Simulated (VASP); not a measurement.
# ZnO (P6_3mc) in VASP: a series of runs

ZnO is run at these levels: r2SCAN; tasks: single point.

Program: VASP 6.6.1. These are calculated values, not measurements. Logs are shortened: lines on timing, memory, paths and dates and some standing lists are left out, and cuts for length are marked.

**1. The cell of the first run**

The structure is hexagonal, space group P6_3mc (No. 186). The conventional cell has a = 3.235 Å, b = 3.235 Å, c = 5.107 Å, α = 90.00°, β = 90.00°, γ = 120.00°. Within 2.6 Å of Zn (site symmetry 3m) lie 4 O at 1.96 to 1.97 Å. O (site symmetry 3m) has 4 Zn at 1.96 to 1.97 Å within 2.6 Å.

**2. Single point, r2SCAN (uniaxial z strain -2.0%)**

POSCAR reads:

```
ZnO
1.0
    3.2353408669      0.0000000000      0.0000000000
   -1.6176704335      2.8018873806      0.0000000000
    0.0000000000      0.0000000000      5.1067327949
Zn O
2 2
Direct
    0.3333333333      0.6666666667     -0.0051370691
    0.6666666667      0.3333333333      0.4948629309
    0.3333333333      0.6666666667      0.3801370691
    0.6666666667      0.3333333333      0.8801370691
```

INCAR.step1 reads:

```
ALGO     = Normal         # electronic algorithm
EDIFF    = 1E-4           # SCF threshold, eV
ENCUT    = 520            # plane-wave cutoff, eV
GGA      = PE             # functional
ISMEAR   = 0              # smearing method
LASPH    = T              # aspherical terms in the spheres
LCHARG   = F              # write CHGCAR
LREAL    = F              # projectors in reciprocal space
LWAVE    = T              # write WAVECAR
NBANDS   = 26             # bands
NELM     = 100            # most SCF steps
PREC     = Accurate       # precision mode
SIGMA    = 0.01           # smearing width, eV
```

INCAR.step2 reads:

```
ALGO     = Normal         # electronic algorithm
EDIFF    = 1E-7           # SCF threshold, eV
ENCUT    = 520            # plane-wave cutoff, eV
ISIF     = 2              # what is computed and relaxed
ISMEAR   = 0              # smearing method
ISTART   = 1            
LASPH    = T              # aspherical terms in the spheres
LCHARG   = F              # write CHGCAR
LMIXTAU  = T            
LREAL    = F              # projectors in reciprocal space
LWAVE    = F              # write WAVECAR
METAGGA  = R2SCAN         # meta-GGA
NBANDS   = 26             # bands
NELM     = 100            # most SCF steps
PREC     = Accurate       # precision mode
SIGMA    = 0.01           # smearing width, eV
```

KPOINTS reads:

```
k-points
0
Gamma
  12 12 6
```

Potentials or basis: VASP PAW PBE potentials, release 64 (Zn, O).

Started as:

```bash
$ cat potpaw_PBE.64/Zn/POTCAR potpaw_PBE.64/O/POTCAR > POTCAR
$ cp INCAR.step1 INCAR
$ mpirun -np 1 vasp_std > vasp.out
$ cp INCAR.step2 INCAR
$ mpirun -np 1 vasp_std > vasp.out
```

OUTCAR:

```text
EDIFF = 1E-7
   ENCUT = 520
   ISIF = 2
   ISMEAR = 0
   ISTART = 1
   LASPH = T
   LREAL = F
   METAGGA = R2SCAN
   NELM = 100
   PREC = Accurate

 ion  position               nearest neighbor table
   1  0.333  0.667  0.995-   4 1.96   4 1.96   4 1.96   3 1.97
   2  0.667  0.333  0.495-   3 1.96   3 1.96   3 1.96   4 1.97
   3  0.333  0.667  0.380-   2 1.96   2 1.96   2 1.96   1 1.97
   4  0.667  0.333  0.880-   1 1.96   1 1.96   1 1.96   2 1.97

  LATTYP: Found a hexagonal cell.
 ALAT       =     3.2353408669
 C/A-ratio  =     1.5784218742

  Lattice vectors:

 A1 = (   3.2353408669,   0.0000000000,   0.0000000000)
 A2 = (  -1.6176704335,   2.8018873806,   0.0000000000)
 A3 = (   0.0000000000,   0.0000000000,   5.1067327949)

Analysis of symmetry for initial positions (statically):
=====================================================================
 Subroutine PRICEL returns:
 Original cell was already a primitive cell.

 Routine SETGRP: Setting up the symmetry group for a
 hexagonal supercell.

 Subroutine GETGRP returns: Found 12 space group operations
 (whereof  6 operations were pure point group operations)
 out of a pool of 24 trial point group operations.

The static configuration has the point symmetry C_3v.
 The point group associated with its full space group is C_6v.

Analysis of symmetry for dynamics (positions and initial velocities):
=====================================================================
 Subroutine PRICEL returns:
 Original cell was already a primitive cell.

 Routine SETGRP: Setting up the symmetry group for a
 hexagonal supercell.

 Subroutine GETGRP returns: Found 12 space group operations
 (whereof  6 operations were pure point group operations)
 out of a pool of 24 trial point group operations.

The dynamic configuration has the point symmetry C_3v.
 The point group associated with its full space group is C_6v.

 Subroutine INISYM returns: Found 12 space group operations
 (whereof  6 operations are pure point group operations),
 and found     1 'primitive' translations

----------------------------------------------------------------------------------------

                                     Primitive cell

  volume of cell :      46.2928
[... 88 lines left out ...]
   LNONCOLLINEAR =      F non collinear calculations
   LSORBIT =      F    spin-orbit coupling
   LASPH  =      T    aspherical Exc in radial PAW
   ENCUT  =  520.0 eV  38.22 Ry    6.18 a.u.   6.02  6.02  9.50*2*pi/ulx,y,z
   NELM   =    100;   NELMIN=  2; NELMDL=  0     # of ELM steps
   EDIFF  = 0.1E-06   stopping-criterion for ELM
   LREAL  =      F    real-space projection
   EDIFFG = 0.1E-05   stopping-criterion for IOM
   NSW    =      0    number of steps for IOM
   IBRION =     -1    ionic relax: 0-MD 1-quasi-New 2-CG
   NFREE  =      0    steps in history (QN), initial steepest desc. (CG)
   ISIF   =      2    stress and relaxation
   ISYM   =      2    0-nonsym 1-usesym 2-fastsym
   POTIM  = 0.5000    time-step for ionic-motion
   TEBEG  =    0.0;   TEEND  =   0.0 temperature during run
   PSTRESS=    0.0 pullay stress
   NELECT =      36.0000    total number of electrons
   NUPDOWN=      -1.0000    fix difference up-down
   EMIN   =  10.00;   EMAX   =-10.00  energy-range for DOS
   EFERMI =   0.00;   METHOD = LEGACY
   ISMEAR =     0;   SIGMA  =   0.01  broadening in eV -4-tet -1-fermi 0-gaus
   EFERMI_NEDOS =   21; number of points for ismear=-14 and -15
   IALGO  =     38    algorithm
   IMIX   =      4    mixing-type and parameters
     AMIX     =   0.40;   BMIX     =  1.00
     AMIX_MAG =   1.60;   BMIX_MAG =  1.00
  volume/ion in A,a.u.               =      11.57        78.10
  Fermi-wavevector in a.u.,A,eV,Ry     =   1.505466  2.844919 30.836637  2.266429
  Thomas-Fermi vector in A             =   2.616311
   LORBIT       =      0    0 simple, 1 ext, 2 COOP (PROOUT), +10 PAW based schemes
   METAGGA = R2SCAN    functional components
   LHFCALC =     F    Hartree Fock is set to
   AEXX    =    0.0000 exact exchange contribution
   IVDW    =     0    specifies the selected vdW correction
   LEPSILON=     F    determine dielectric tensor
   LRPA    =     F    only Hartree local field effects (RPA)
 non-spin polarized calculation
 Gauss-broadening in eV      SIGMA  =   0.01
  energy-cutoff  :      520.00
  volume of cell :       46.29
 maximum number of plane-waves:      1269
   NGX = 13   NGY = 13   NGZ = 19

 number of electron      36.0000043 magnetization

 Free energy of the ion-electron system (eV)
  ---------------------------------------------------
  ext. energy  EPLUGINS =         0.00000000
  ---------------------------------------------------
  free energy    TOTEN  =       -36.29766781 eV

  energy without entropy =      -36.29766781  energy(sigma->0) =      -36.29766781

 E-fermi :   1.2262     XC(G=0): -11.8244

 val. band max:        1.0974940803   @ k =   0.0000   0.0000   0.0000
 cond. band min:       2.3851370617   @ k =   0.0000   0.0000   0.0000
 fundamental gap:      1.2876429815
 Fermi energy:         1.2261563069

 k-point     1 :       0.0000    0.0000    0.0000
  band No.  band energies     occupation
      1     -18.2059      2.00000
      2     -17.4503      2.00000
      3      -4.8688      2.00000
      4      -4.8687      2.00000
      5      -4.7325      2.00000
      6      -4.7267      2.00000
[... 685 lines left out ...]
     25      15.5190      0.00000
     26      16.1314      0.00000

 [... further k-points ...]

------------------------ aborting loop because EDIFF is reached ----------------------------------------

  FORCE on cell =-STRESS in cart. coord.  units (eV):
  Direction    XX          YY          ZZ          XY          YZ          ZX
  --------------------------------------------------------------------------------------
  -------------------------------------------------------------------------------------
  Total        1.0257151      1.0257151      1.6074675     -0.0000000      0.0000000      0.0000000
  in kB       35.4996018     35.4996018     55.6338274     -0.0000000      0.0000000      0.0000000
  external PRESSURE =      42.2110103 kB  Pullay stress =       0.0000000 kB

 VOLUME and BASIS-vectors are now :
 -----------------------------------------------------------------------------
  energy-cutoff  :      520.00
  volume of cell :       46.29
      direct lattice vectors                 reciprocal lattice vectors
     3.235340867  0.000000000  0.000000000     0.309086443  0.178451141  0.000000000
    -1.617670434  2.801887381  0.000000000     0.000000000  0.356902282  0.000000000
     0.000000000  0.000000000  5.106732795     0.000000000  0.000000000  0.195819919

 POSITION                                       TOTAL-FORCE (eV/Angst)
 -----------------------------------------------------------------------------------
     -0.00000      1.86792      5.08050        -0.000000      0.000000     -0.005858
      1.61767      0.93396      2.52713         0.000000     -0.000000     -0.005858
     -0.00000      1.86792      1.94126         0.000000     -0.000000      0.005858
      1.61767      0.93396      4.49462        -0.000000     -0.000000      0.005858
 -----------------------------------------------------------------------------------
    total drift:                                0.000001      0.000002     -0.022257

  FREE ENERGIE OF THE ION-ELECTRON SYSTEM (eV)
  ---------------------------------------------------
  free  energy   TOTEN  =       -36.2976678108 eV

  energy  without entropy=      -36.2976678108  energy(sigma->0) =      -36.29766781
```

OUTCAR.step1:

```text
EDIFF = 1E-4
   ENCUT = 520
   GGA = PE
   ISMEAR = 0
[... 927 lines left out ...]
     -0.00000      1.86792      5.08050         0.000000     -0.000000     -0.008848
      1.61767      0.93396      2.52713        -0.000000      0.000000     -0.008848
     -0.00000      1.86792      1.94126         0.000000     -0.000000      0.008848
      1.61767      0.93396      4.49462        -0.000000     -0.000000      0.008848
 -----------------------------------------------------------------------------------
    total drift:                                0.000001      0.000002     -0.001267

  FREE ENERGIE OF THE ION-ELECTRON SYSTEM (eV)
  ---------------------------------------------------
  free  energy   TOTEN  =       -17.7516303095 eV

  energy  without entropy=      -17.7516303095  energy(sigma->0) =      -17.75163031
```

Run time: 3.4 min. Hardware: 1 thread of AMD EPYC 9R45 (Zen 5), shared host; peak memory 0.19 GiB.

What came out:

| Property | Result |
| --- | --- |
| Free energy | -36.2977 eV |
| Pressure | 4.2 GPa |
| Largest force | 0.006 eV/Å |
| Band gap on the k mesh | 1.29 eV |

Forces in eV/Å, atoms in the order of the input:
```
Zn   0.000  0.000 -0.006
Zn   0.000  0.000 -0.006
O    0.000  0.000  0.006
O    0.000  0.000  0.006
```

Caveat: the cell differs from its parent crystal (uniaxial z strain -2.0%); the cell stands under pressure; the PAW data sets were made with another functional, which shifts forces and pressure a little.

**3. Single point, r2SCAN (uniaxial z strain -1.0%)**

POSCAR reads:

```
ZnO
1.0
    3.2353408669      0.0000000000      0.0000000000
   -1.6176704335      2.8018873806      0.0000000000
    0.0000000000      0.0000000000      5.1588423132
Zn O
2 2
Direct
    0.3333333333      0.6666666667     -0.0036448895
    0.6666666667      0.3333333333      0.4963551105
    0.3333333333      0.6666666667      0.3786448895
    0.6666666667      0.3333333333      0.8786448895
```

INCAR.step1 reads:

```
SYSTEM = ZnO
PREC = Accurate
ENCUT = 520
ISMEAR = 0
SIGMA = 0.01
LREAL = .FALSE.
LASPH = .TRUE.
NELM = 80
NBANDS = 26
GGA = PE
ALGO = Normal
EDIFF = 1E-4
LWAVE = .TRUE.
LCHARG = .FALSE.
```

INCAR.step2 reads:

```
SYSTEM = ZnO
PREC = Accurate
ENCUT = 520
EDIFF = 1E-7
ISMEAR = 0
SIGMA = 0.01
LREAL = .FALSE.
LASPH = .TRUE.
NELM = 80
ALGO = Normal
ISIF = 2
LWAVE = .FALSE.
LCHARG = .FALSE.
METAGGA = R2SCAN
LMIXTAU = .TRUE.
NBANDS = 26
ISTART = 1
```

KPOINTS reads:

```
Automatic mesh
0
G
  12 12 6
  0 0 0
```

Potentials or basis: VASP PAW PBE potentials, release 64 (Zn, O).

Started as:

```bash
$ cat potpaw_PBE.64/Zn/POTCAR potpaw_PBE.64/O/POTCAR > POTCAR
$ cp INCAR.step1 INCAR
$ mpirun -np 1 vasp_std > vasp.out
$ cp INCAR.step2 INCAR
$ mpirun -np 1 vasp_std > vasp.out
```

Run time: 3 min. Hardware: 1 thread of AMD EPYC 9R45 (Zen 5), shared host; peak memory 0.19 GiB.

Results (log left out):

```
Free energy            : -36.3110 eV
Pressure               : 2.6 GPa
Band gap on the k mesh : 1.26 eV
```

Stress tensor (GPa, compression positive):
```
2.22 0.00 0.00
0.00 2.22 0.00
0.00 0.00 3.42
```

Levels at points of the mesh, in eV from the valence-band top:
| k point | band 15 | band 16 | band 17 | band 18 | band 19 | band 20 | band 21 | band 22 |
| --- | --- | --- | --- | --- | --- | --- | --- | --- |
| (0.00, 0.00, 0.00) | -0.83 | -0.10 | 0.00 | 0.00 | 1.26 | 5.87 | 8.96 | 13.69 |
| (0.50, 0.00, 0.00) | -2.89 | -2.39 | -1.30 | -0.90 | 6.47 | 7.36 | 8.18 | 9.34 |
| (0.00, 0.00, 0.50) | -0.41 | -0.41 | -0.41 | -0.41 | 3.98 | 3.98 | 10.93 | 10.93 |
| (0.50, 0.00, 0.50) | -1.60 | -1.60 | -1.39 | -1.39 | 6.29 | 6.29 | 9.24 | 9.24 |

Caveat: the cell differs from its parent crystal (uniaxial z strain -1.0%); the PAW data sets were made with another functional, which shifts forces and pressure a little.

(Part 1 of 2 ends here.)
